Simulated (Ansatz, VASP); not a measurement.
## Bi in VASP and in Ansatz

```
Bi
1.0
     0.00000    2.45387    2.45387
     2.45387    0.00000    2.45387
     2.45387    2.45387    0.00000
Bi
1
Direct
  0.00000 0.00000 0.00000
```

Alike in both runs: functional LDA; k mesh 14 × 14 × 14; occupations fermi-dirac, width 0.1 eV; no spin polarisation.

Ansatz relaxed the structure, and its values are those at the end. VASP's run is a single point on that final structure, the one shown.

|  | VASP | Ansatz |
| --- | --- | --- |
| version | VASP 6.6.1 | Ansatz 0.2.0 |
| potentials or method | VASP PAW LDA potentials, release 64 (Bi_d) | PAW with Ansatz's default frozen-core files, scalar-relativistic |
| plane-wave cutoff (eV) | 500 | 420 |
| valence electrons in the cell | 15 | 15 |

Ansatz gave:

- pressure (GPa): 0.0

What did VASP give for the same quantities?

Pressure (GPa): 0.1.

LDA's correlation is that of Perdew and Zunger in VASP and of Perdew and Wang (1992) in Ansatz.

Spin-orbit coupling is off throughout.
